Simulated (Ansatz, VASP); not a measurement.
## Two plane-wave programs on Ag

INCAR

```
SYSTEM = Ag
ALGO     = Normal         ! electronic algorithm
EDIFF    = 1E-7           ! SCF threshold, eV
EDIFFG   = -0.01          ! ionic threshold
ENCUT    = 600            ! plane-wave cutoff, eV
GGA      = RE             ! functional
IBRION   = 2              ! ionic algorithm
ISIF     = 3              ! what is computed and relaxed
ISMEAR   = -1             ! smearing method
LASPH    = .TRUE.         ! aspherical terms in the spheres
LCHARG   = .FALSE.        ! write CHGCAR
LREAL    = .FALSE.        ! projectors in reciprocal space
LWAVE    = .FALSE.        ! write WAVECAR
NELM     = 80             ! most SCF steps
NSW      = 80             ! ionic steps
PREC     = Accurate       ! precision mode
SIGMA    = 0.1            ! smearing width, eV
```

The input KPOINTS:

```
k-points
0
G
  10 10 10
  0 0 0
```

File POSCAR:

```
Ag
1.0
    0.0000000000      2.8449690438      2.8449690438
    2.8449690438      0.0000000000      2.8449690438
    2.8449690438      2.8449690438      0.0000000000
Ag
2
Direct
    0.1250000000      0.1250000000      0.1250000000
    0.8750000000      0.8750000000      0.8750000000
```

Input for Ansatz:

```yaml
crystal:
  lattice:
    - [0.0, 2.8449690438, 2.8449690438]
    - [2.8449690438, 0.0, 2.8449690438]
    - [2.8449690438, 2.8449690438, 0.0]
  atoms:
    - { symbol: Ag, position: [0.125, 0.125, 0.125] }
    - { symbol: Ag, position: [0.875, 0.875, 0.875] }
hamiltonian:
  xc: revpbe
  pseudopotentials:
    kind: paw
    azcp:
      Ag: "pseudopotentials/Ag.paw.azcp"
basis:
  ecutwfc: 420
  fft_grid_basis: typed
kpoints:
  mp_grid: { grid: [10, 10, 10], shift: [0, 0, 0] }
magnetization:
  spin_polarized: false
scf:
  occupations: { method: fermi_dirac, width: 0.1 }
relax:
  max_steps: 60
  f_tol: 0.01
  cell: {}
```

Alike in both runs: task relaxation of cell and atoms; functional revPBE; k mesh 10 × 10 × 10; occupations fermi-dirac, width 0.1 eV; no spin polarisation.

```csv
,VASP,Ansatz
version,VASP 6.6.1,Ansatz 0.2.0
potentials or method,"VASP PAW PBE potentials, release 64 (Ag), cutoff 600 eV","plane waves (420 eV) with PAW, scalar-relativistic"
valence electrons in the cell,22,38
```

|  | VASP | Ansatz | Ansatz less VASP |
| --- | --- | --- | --- |
| relaxed volume (Å³/atom) | 31.77 | 31.71 | -0.057 |
| relaxed cell length with the largest relative difference (Å) | 4.479 | 4.476 | -0.0027 |

VASP's potentials were made for PBE, not for revPBE. VASP's potentials hold 22 valence electrons a cell and Ansatz's 38, so a difference there can come from the potentials and not from the codes.

Noted on VASP's run: the volume moved by over 15 % at a fixed basis, so the end points are rough.
